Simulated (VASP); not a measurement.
# NaH in VASP: further runs, part 2 of 3

VASP 6.6.1.

## (3) Single point, r2SCAN

This run uses another cell than the first one, of 12.39 Å³/atom, 0.960 times its volume.

Input file POSCAR:

```
NaH
1.0
    2.8960176000      0.0000000000      0.0000000000
    0.0000000000      2.8960176000      0.0000000000
    0.0000000000      0.0000000000      2.9551200000
Na H
1 1
Direct
    0.0000000000      0.0000000000      0.0000000000
    0.5000000000      0.5000000000      0.5000000000
```

Input file INCAR.step1:

```
PREC = Accurate
ENCUT = 520
ISMEAR = 0
SIGMA = 0.02
LREAL = F
LASPH = T
NELM = 100
NBANDS = 11
GGA = PE
ALGO = Normal
EDIFF = 1E-4
LWAVE = T
LCHARG = F
```

Input file INCAR.step2:

```
PREC = Accurate
ENCUT = 520
EDIFF = 1E-6
ISMEAR = 0
SIGMA = 0.02
LREAL = F
LASPH = T
NELM = 100
ALGO = Normal
ISIF = 2
LWAVE = F
LCHARG = F
METAGGA = R2SCAN
LMIXTAU = T
NBANDS = 11
ISTART = 1
```

Input file KPOINTS:

```
Automatic mesh
0
Gamma
  6 6 6
```

Potentials or basis: VASP PAW PBE potentials, release 64 (Na_pv, H).

On the command line:

```bash
cat potpaw_PBE.64/Na_pv/POTCAR potpaw_PBE.64/H/POTCAR > POTCAR
cp INCAR.step1 INCAR
mpirun -np 1 vasp_std > vasp.out
cp INCAR.step2 INCAR
mpirun -np 1 vasp_std > vasp.out
```

OUTCAR:

```text
PREC = Accurate
   ENCUT = 520
   EDIFF = 1E-6
   ISMEAR = 0
   LREAL = F
   LASPH = T
   NELM = 100
   ISIF = 2
   METAGGA = R2SCAN
   ISTART = 1

 ion  position               nearest neighbor table
   1  0.000  0.000  0.000-
   2  0.500  0.500  0.500-

  LATTYP: Found a simple tetragonal cell.
 ALAT       =     2.8960176000
 C/A-ratio  =     1.0204081633

  Lattice vectors:

 A1 = (   2.8960176000,   0.0000000000,   0.0000000000)
 A2 = (   0.0000000000,   2.8960176000,   0.0000000000)
 A3 = (   0.0000000000,   0.0000000000,   2.9551200000)

Analysis of symmetry for initial positions (statically):
=====================================================================
 Subroutine PRICEL returns:
 Original cell was already a primitive cell.

 Routine SETGRP: Setting up the symmetry group for a
 simple tetragonal supercell.

 Subroutine GETGRP returns: Found 16 space group operations
 (whereof 16 operations were pure point group operations)
 out of a pool of 16 trial point group operations.

The static configuration has the point symmetry D_4h.

Analysis of symmetry for dynamics (positions and initial velocities):
=====================================================================
 Subroutine PRICEL returns:
 Original cell was already a primitive cell.

 Routine SETGRP: Setting up the symmetry group for a
 simple tetragonal supercell.

 Subroutine GETGRP returns: Found 16 space group operations
 (whereof 16 operations were pure point group operations)
 out of a pool of 16 trial point group operations.

The dynamic configuration has the point symmetry D_4h.

 Subroutine INISYM returns: Found 16 space group operations
 (whereof 16 operations are pure point group operations),
 and found     1 'primitive' translations

----------------------------------------------------------------------------------------

                                     Primitive cell

  volume of cell :      24.7843

  direct lattice vectors                    reciprocal lattice vectors
     2.896017600  0.000000000  0.000000000     0.345301769  0.000000000  0.000000000
     0.000000000  2.896017600  0.000000000     0.000000000  0.345301769  0.000000000
     0.000000000  0.000000000  2.955120000     0.000000000  0.000000000  0.338395734

  length of vectors
     2.896017600  2.896017600  2.955120000     0.345301769  0.345301769  0.338395734

  position of ions in fractional coordinates (direct lattice)
     0.000000000  0.000000000  0.000000000
     0.500000000  0.500000000  0.500000000

  ion indices of the primitive-cell ions
   primitive index   ion index
                 1           1
                 2           2

----------------------------------------------------------------------------------------

 KPOINTS: Automatic mesh

Automatic generation of k-mesh.
 Grid dimensions read from file:
 generate k-points for:    6    6    6

 Generating k-lattice:

  Cartesian coordinates                     Fractional coordinates (reciprocal lattice)
     0.057550295  0.000000000  0.000000000     0.166666667  0.000000000  0.000000000
     0.000000000  0.057550295  0.000000000     0.000000000  0.166666667  0.000000000
     0.000000000  0.000000000  0.056399289     0.000000000  0.000000000  0.166666667

  Length of vectors
     0.057550295  0.057550295  0.056399289

  Shift w.r.t. Gamma in fractional coordinates (k-lattice)
     0.000000000  0.000000000  0.000000000

 Subroutine IBZKPT returns following result:
 ===========================================

 Found     40 irreducible k-points:

 Following reciprocal coordinates:
            Coordinates               Weight
  0.000000  0.000000  0.000000      1.000000
  0.166667  0.000000  0.000000      4.000000
  0.333333  0.000000  0.000000      4.000000
  0.500000  0.000000  0.000000      2.000000
  0.166667  0.166667  0.000000      4.000000
  0.333333  0.166667  0.000000      8.000000
[... 16 lines left out ...]
  0.333333  0.000000  0.333333      8.000000
  0.500000  0.000000  0.333333      4.000000
 [... further k-points ...]
   k-points           NKPTS =     40   k-points in BZ     NKDIM =     40   number of bands    NBANDS=     11
   number of dos      NEDOS =    301   number of ions     NIONS =      2
   total plane-waves  NPLWV =  13824
   dimension x,y,z NGX =    24 NGY =   24 NGZ =   24
   dimension x,y,z NGXF=    48 NGYF=   48 NGZF=   48
   ions per type =               1   1
   NGX,Y,Z   is equivalent  to a cutoff of  13.78, 13.78, 13.50 a.u.
   NGXF,Y,Z  is equivalent  to a cutoff of  27.55, 27.55, 27.00 a.u.
 SYSTEM =  unknown system
   PREC   = accura    normal or accurate (medium, high low for compatibility)
   ISTART =      1    job   : 0-new  1-cont  2-samecut
   ICHARG =      0    charge: 1-file 2-atom 10-const
   ISPIN  =      1    spin polarized calculation?
   LNONCOLLINEAR =      F non collinear calculations
   LSORBIT =      F    spin-orbit coupling
   LASPH  =      T    aspherical Exc in radial PAW
   ENCUT  =  520.0 eV  38.22 Ry    6.18 a.u.   5.38  5.38  5.49*2*pi/ulx,y,z
   NELM   =    100;   NELMIN=  2; NELMDL=  0     # of ELM steps
   EDIFF  = 0.1E-05   stopping-criterion for ELM
   LREAL  =      F    real-space projection
   EDIFFG = 0.1E-04   stopping-criterion for IOM
   NSW    =      0    number of steps for IOM
   IBRION =     -1    ionic relax: 0-MD 1-quasi-New 2-CG
   NFREE  =      0    steps in history (QN), initial steepest desc. (CG)
   ISIF   =      2    stress and relaxation
   ISYM   =      2    0-nonsym 1-usesym 2-fastsym
   POTIM  = 0.5000    time-step for ionic-motion
   TEBEG  =    0.0;   TEEND  =   0.0 temperature during run
   PSTRESS=    0.0 pullay stress
   NELECT =       8.0000    total number of electrons
   NUPDOWN=      -1.0000    fix difference up-down
   EMIN   =  10.00;   EMAX   =-10.00  energy-range for DOS
   EFERMI =   0.00;   METHOD = LEGACY
   ISMEAR =     0;   SIGMA  =   0.02  broadening in eV -4-tet -1-fermi 0-gaus
   EFERMI_NEDOS =   21; number of points for ismear=-14 and -15
   IALGO  =     38    algorithm
   IMIX   =      4    mixing-type and parameters
     AMIX     =   0.40;   BMIX     =  1.00
     AMIX_MAG =   1.60;   BMIX_MAG =  1.00
  volume/ion in A,a.u.               =      12.39        83.63
  Fermi-wavevector in a.u.,A,eV,Ry     =   1.122998  2.122159 17.158641  1.261125
  Thomas-Fermi vector in A             =   2.259662
   LORBIT       =      0    0 simple, 1 ext, 2 COOP (PROOUT), +10 PAW based schemes
   METAGGA = R2SCAN    functional components
   LHFCALC =     F    Hartree Fock is set to
   AEXX    =    0.0000 exact exchange contribution
   IVDW    =     0    specifies the selected vdW correction
   LEPSILON=     F    determine dielectric tensor
   LRPA    =     F    only Hartree local field effects (RPA)
 non-spin polarized calculation
 Gauss-broadening in eV      SIGMA  =   0.02
  energy-cutoff  :      520.00
  volume of cell :       24.78
 maximum number of plane-waves:       683
 NGX is ok and might be reduce to    24
   NGX = 11   NGY = 11   NGZ = 11

 number of electron       8.0000008 magnetization

 Free energy of the ion-electron system (eV)
  ---------------------------------------------------
  ext. energy  EPLUGINS =         0.00000000
  ---------------------------------------------------
  free energy    TOTEN  =        -7.28991830 eV

  energy without entropy =       -7.28991830  energy(sigma->0) =       -7.28991830

 E-fermi :   1.4875     XC(G=0):  -8.7214

 val. band max:        1.2752840471   @ k =   0.5000   0.5000   0.5000
 cond. band min:       2.7447854273   @ k =   0.0000   0.0000   0.5000
 fundamental gap:      1.4695013802
 Fermi energy:         1.4874621741

 k-point     1 :       0.0000    0.0000    0.0000
  band No.  band energies     occupation
      1     -24.2268      2.00000
      2     -24.2236      2.00000
      3     -24.2236      2.00000
      4      -4.8836      2.00000
      5      11.2610      0.00000
      6      12.8824      0.00000
      7      13.1934      0.00000
      8      14.3793      0.00000
      9      15.0934      0.00000
     10      15.0934      0.00000
     11      28.1618      0.00000
[... 309 lines left out ...]
 k-point    24 :       0.5000    0.0000    0.3333
  band No.  band energies     occupation
      1     -24.3988      2.00000
      2     -24.3234      2.00000
      3     -24.1962      2.00000
      4      -1.1992      2.00000
      5       4.8187      0.00000
      6       7.4843      0.00000
      7      11.1584      0.00000
      8      17.0168      0.00000
      9      18.8649      0.00000
     10      21.3120      0.00000
     11      22.4820      0.00000

 [... further k-points ...]

------------------------ aborting loop because EDIFF is reached ----------------------------------------

  FORCE on cell =-STRESS in cart. coord.  units (eV):
  Direction    XX          YY          ZZ          XY          YZ          ZX
  --------------------------------------------------------------------------------------
  -------------------------------------------------------------------------------------
  Total        0.1917799      0.1917799     -0.2397063      0.0000000      0.0000000      0.0000000
  in kB       12.3975555     12.3975555    -15.4957462      0.0000000      0.0000000      0.0000000
  external PRESSURE =       3.0997883 kB  Pullay stress =       0.0000000 kB

 VOLUME and BASIS-vectors are now :
 -----------------------------------------------------------------------------
  energy-cutoff  :      520.00
  volume of cell :       24.78
      direct lattice vectors                 reciprocal lattice vectors
     2.896017600  0.000000000  0.000000000     0.345301769  0.000000000  0.000000000
     0.000000000  2.896017600  0.000000000     0.000000000  0.345301769  0.000000000
     0.000000000  0.000000000  2.955120000     0.000000000  0.000000000  0.338395734

 POSITION                                       TOTAL-FORCE (eV/Angst)
 -----------------------------------------------------------------------------------
      0.00000      0.00000      0.00000         0.000000      0.000000      0.000000
      1.44801      1.44801      1.47756         0.000000      0.000000      0.000000
 -----------------------------------------------------------------------------------
    total drift:                                0.000000      0.000000      0.000000

  FREE ENERGIE OF THE ION-ELECTRON SYSTEM (eV)
  ---------------------------------------------------
  free  energy   TOTEN  =        -7.2899183003 eV

  energy  without entropy=       -7.2899183003  energy(sigma->0) =       -7.28991830
```

OSZICAR.step1:

```text
N       E                     dE             d eps       ncg     rms          rms(c)
DAV:   1     0.388961651449E+02    0.38896E+02   -0.46352E+03   886   0.797E+02
DAV:   2    -0.389718771404E+01   -0.42793E+02   -0.42002E+02   936   0.202E+02
DAV:   3    -0.522403159928E+01   -0.13268E+01   -0.13250E+01  1005   0.329E+01
DAV:   4    -0.523257510654E+01   -0.85435E-02   -0.85425E-02  1014   0.269E+00
DAV:   5    -0.523264162056E+01   -0.66514E-04   -0.66513E-04  1006   0.231E-01    0.314E+00
DAV:   6    -0.487542645610E+01    0.35722E+00   -0.34123E-01   979   0.329E+00    0.149E+00
DAV:   7    -0.476065606870E+01    0.11477E+00   -0.38162E-01   967   0.257E+00    0.377E-01
DAV:   8    -0.476316254238E+01   -0.25065E-02   -0.88899E-03   961   0.110E+00    0.730E-02
DAV:   9    -0.476292169068E+01    0.24085E-03   -0.16338E-03  1003   0.425E-01    0.283E-02
DAV:  10    -0.476290167125E+01    0.20019E-04   -0.92160E-05   595   0.563E-02
   1 F= -.47629017E+01 E0= -.47629017E+01  d E =-.934143E-75
```

It took 42 s on 1 thread of AMD EPYC 7R13 (Zen 3), shared host; peak memory 0.11 GiB.

What came out:

```yaml
Free_energy: -7.2899 eV
Pressure: 0.3 GPa
Band_gap_on_the_k_mesh: 1.47 eV, indirect (least direct gap 5.17 eV)
```

Caveat: the PAW data sets were made with another functional, which shifts forces and pressure a little.

## (4) Single point, r2SCAN

This run uses another cell than the first one, of 12.56 Å³/atom, 0.974 times its volume.

Input file POSCAR:

```
NaH
1.0
    2.9157184000      0.0000000000      0.0000000000
    0.0000000000      2.9157184000      0.0000000000
    0.0000000000      0.0000000000      2.9551200000
Na H
1 1
Direct
    0.0000000000      0.0000000000      0.0000000000
    0.5000000000      0.5000000000      0.5000000000
```

Input file INCAR.step1:

```
SYSTEM = NaH
ALGO = Normal
EDIFF = 1E-4
ENCUT = 520
GGA = PE
ISMEAR = 0
LASPH = .TRUE.
LCHARG = .FALSE.
LREAL = .FALSE.
LWAVE = .TRUE.
NBANDS = 11
NELM = 60
PREC = Accurate
SIGMA = 0.02
```

Input file INCAR.step2:

```
SYSTEM = NaH
ALGO = Normal
EDIFF = 1E-6
ENCUT = 520
ISIF = 2
ISMEAR = 0
ISTART = 1
LASPH = .TRUE.
LCHARG = .FALSE.
LMIXTAU = .TRUE.
LREAL = .FALSE.
LWAVE = .FALSE.
METAGGA = R2SCAN
NBANDS = 11
NELM = 60
PREC = Accurate
SIGMA = 0.02
```

Input file KPOINTS:

```
k-points
0
G
  6 6 6
  0 0 0
```

Potentials or basis: VASP PAW PBE potentials, release 64 (Na_pv, H).

On the command line:

```bash
cat potpaw_PBE.64/Na_pv/POTCAR potpaw_PBE.64/H/POTCAR > POTCAR
cp INCAR.step1 INCAR
mpirun -np 1 vasp_std > vasp.out
cp INCAR.step2 INCAR
mpirun -np 1 vasp_std > vasp.out
```

OUTCAR:

```text
SYSTEM = NaH
   EDIFF = 1E-6
   ENCUT = 520
   ISIF = 2
   ISMEAR = 0
   ISTART = 1
   LASPH = .TRUE.
   LREAL = .FALSE.
   METAGGA = R2SCAN
   NELM = 60
   PREC = Accurate

 ion  position               nearest neighbor table
   1  0.000  0.000  0.000-
   2  0.500  0.500  0.500-

  LATTYP: Found a simple tetragonal cell.
 ALAT       =     2.9157184000
 C/A-ratio  =     1.0135135135

  Lattice vectors:

 A1 = (   2.9157184000,   0.0000000000,   0.0000000000)
[... 520 lines left out ...]

 [... further k-points ...]

------------------------ aborting loop because EDIFF is reached ----------------------------------------

  FORCE on cell =-STRESS in cart. coord.  units (eV):
  Direction    XX          YY          ZZ          XY          YZ          ZX
  --------------------------------------------------------------------------------------
  -------------------------------------------------------------------------------------
  Total        0.0755897      0.0755897     -0.2113441      0.0000000      0.0000000      0.0000000
  in kB        4.8206649      4.8206649    -13.4782781      0.0000000      0.0000000      0.0000000
  external PRESSURE =      -1.2789827 kB  Pullay stress =       0.0000000 kB

 VOLUME and BASIS-vectors are now :
 -----------------------------------------------------------------------------
  energy-cutoff  :      520.00
  volume of cell :       25.12
      direct lattice vectors                 reciprocal lattice vectors
     2.915718400  0.000000000  0.000000000     0.342968649  0.000000000  0.000000000
     0.000000000  2.915718400  0.000000000     0.000000000  0.342968649  0.000000000
     0.000000000  0.000000000  2.955120000     0.000000000  0.000000000  0.338395734

 POSITION                                       TOTAL-FORCE (eV/Angst)
 -----------------------------------------------------------------------------------
      0.00000      0.00000      0.00000         0.000000      0.000000      0.000000
      1.45786      1.45786      1.47756         0.000000      0.000000      0.000000
 -----------------------------------------------------------------------------------
    total drift:                                0.000000      0.000000      0.000000

  FREE ENERGIE OF THE ION-ELECTRON SYSTEM (eV)
  ---------------------------------------------------
  free  energy   TOTEN  =        -7.2917214700 eV

  energy  without entropy=       -7.2917214700  energy(sigma->0) =       -7.29172147
```

Wall time 42 s (1 thread of AMD EPYC 7R13 (Zen 3), shared host); peak memory 0.11 GiB.

Results:

- Free energy: -7.2917 eV
- Pressure: -0.1 GPa
- Band gap on the k mesh: 1.51 eV, indirect (least direct gap 5.15 eV)

Caveat: the PAW data sets were made with another functional, which shifts forces and pressure a little.

(Continued in part 3 of 3.)
